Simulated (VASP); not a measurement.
A run of VASP 6.6.1:

The input INCAR:

```
SYSTEM = GaO
  PREC = Accurate
  ENCUT = 520
  EDIFF = 1E-6
  ISMEAR = 0
  SIGMA = 0.1
  LREAL = .False.
  LASPH = .True.
  NELM = 80
  ALGO = Normal
  ISIF = 2
  LWAVE = .False.
  LCHARG = .False.
  GGA = PE
  NBANDS = 48
```

Contents of KPOINTS:

```
Automatic mesh
0
Gamma
  6 6 2
  0 0 0
```

File POSCAR:

```
GaO
1.0
    3.1071883776      0.0000000000      0.0000000000
   -1.5535941888      2.6909040693      0.0000000000
    0.0000000000      0.0000000000     13.4386503457
Ga O
4 4
Direct
    0.3333333333      0.6666666667      0.1568904590
    0.6666666667      0.3333333333      0.6568904590
    0.3333333333      0.6666666667      0.3431095410
    0.6666666667      0.3333333333      0.8431095410
    0.3333333333      0.6666666667      0.6030633199
    0.6666666667      0.3333333333      0.1030633199
    0.3333333333      0.6666666667      0.8969366801
    0.6666666667      0.3333333333      0.3969366801
```

Potentials or basis: VASP PAW PBE potentials, release 64 (Ga_d, O).

Command:

```bash
$ cat potpaw_PBE.64/Ga_d/POTCAR potpaw_PBE.64/O/POTCAR > POTCAR
$ mpirun -np 1 vasp_std > vasp.out
```

Hardware: 1 thread of AMD EPYC 7R13, on a shared host.

Problem. Estimate the wall time of this run.

Solution. Wall time 2.5 min on 1 thread of AMD EPYC 7R13, with other jobs on the host, peak memory 0.21 GiB. Counts: scf iterations 14, k points 14.
